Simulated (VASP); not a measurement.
**B: single point with LDA**

The system is B.

```
B
1.0
     2.44920    1.41404    4.17472
    -2.44920    1.41404    4.17472
     0.00000   -2.82809    4.17472
B
12
Direct
  0.00997 0.65429 0.00997
  0.00997 0.00997 0.65429
  0.65429 0.00997 0.00997
  0.34571 0.99003 0.99003
  0.99003 0.34571 0.99003
  0.99003 0.99003 0.34571
  0.22057 0.63163 0.22057
  0.22057 0.22057 0.63163
  0.63163 0.22057 0.22057
  0.36837 0.77943 0.77943
  0.77943 0.36837 0.77943
  0.77943 0.77943 0.36837
```

```json
{
  "Program": "VASP 6.6.1",
  "Task": "single point",
  "Functional": "LDA",
  "Potentials or basis": "VASP PAW LDA potentials, release 64 (B)",
  "Cutoff": "520 eV",
  "k mesh": "6 × 6 × 6",
  "Occupations": "gaussian, width 0.1 eV",
  "Spin": "no spin polarisation"
}
```

- Pressure: -7.2 GPa
- Largest force: 0.187 eV/Å
- Band gap on the k mesh: 1.51 eV, indirect (least direct gap 1.86 eV)

Forces in eV/Å, atoms in the order of the input:
```
B   -0.096  0.055  0.150
B    0.000 -0.111  0.150
B    0.096  0.055  0.150
B   -0.096 -0.055 -0.150
B    0.096 -0.055 -0.150
B    0.000  0.111 -0.150
B   -0.038  0.022 -0.045
B    0.000 -0.044 -0.045
B    0.038  0.022 -0.045
B   -0.038 -0.022  0.045
B    0.038 -0.022  0.045
B    0.000  0.044  0.045
```

Levels at points of the mesh, in eV from the valence-band top:
| k point | band 15 | band 16 | band 17 | band 18 | band 19 | band 20 | band 21 | band 22 |
| --- | --- | --- | --- | --- | --- | --- | --- | --- |
| (0.00, 0.00, 0.00) | -1.30 | -0.76 | -0.76 | -0.35 | 1.51 | 4.57 | 4.57 | 4.78 |
| (0.50, 0.00, 0.00) | -2.57 | -1.86 | -1.66 | -0.51 | 2.00 | 3.35 | 3.69 | 4.95 |
| (0.50, 0.50, 0.00) | -2.85 | -2.47 | -2.06 | -1.83 | 1.56 | 2.74 | 2.97 | 3.57 |
| (0.50, 0.50, 0.50) | -2.90 | -1.81 | -1.81 | 0.00 | 2.71 | 2.85 | 2.85 | 4.98 |

Wall time 2.2 min on 1 thread of Intel(R) Xeon(R) Platinum 8175M CPU @ 2.50GHz (Skylake/Cascade Lake), with other jobs on the host, peak memory 0.21 GiB.

A k mesh can miss the band edges.
